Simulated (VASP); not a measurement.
A run of VASP 6.6.1 is set up as follows.

The input INCAR:

```
PREC = Accurate
ENCUT = 500
EDIFF = 1E-6
ISMEAR = -1
SIGMA = 0.1
LREAL = F
LASPH = T
NELM = 120
ALGO = Normal
ISIF = 2
LWAVE = F
LCHARG = F
GGA = PS
IVDW = 12
NBANDS = 41
GGA_COMPAT = F
```

File KPOINTS:

```
regular mesh
0
Gamma
  7 7 7
```

POSCAR

```
SrAg4Sb2
1.0
    2.3542921381      1.3592515890      8.2870050242
   -2.3542921381      1.3592515890      8.2870050242
    0.0000000000     -2.7185021848      8.2870050242
Sr Ag Sb
1 4 2
Direct
    0.0000000000      0.0000000000      0.0000000000
    0.1419300000      0.1419300000      0.1419300000
    0.8580700000      0.8580700000      0.8580700000
    0.4350200000      0.4350200000      0.4350200000
    0.5649800000      0.5649800000      0.5649800000
    0.2545710000      0.2545710000      0.2545710000
    0.7454290000      0.7454290000      0.7454290000
```

Potentials or basis: VASP PAW PBE potentials, release 64 (Sr_sv, Ag, Sb).

Command:

```bash
$ cat potpaw_PBE.64/Sr_sv/POTCAR potpaw_PBE.64/Ag/POTCAR potpaw_PBE.64/Sb/POTCAR > POTCAR
$ mpirun -np 1 vasp_std > vasp.out
```

Q: Estimate the largest force.

A: 0.072 eV/Å.

Q: Estimate the pressure.

A: -4.3 GPa.

Q: Estimate the dispersion energy per atom.

A: -0.484 eV.

Stress tensor (GPa, compression positive):
```
-4.52  0.00  0.00
 0.00 -4.52  0.00
 0.00  0.00 -3.73
```

Caveat: three body term missing; the cell stands under tension; the PAW data sets were made with another functional, which shifts forces and pressure a little.
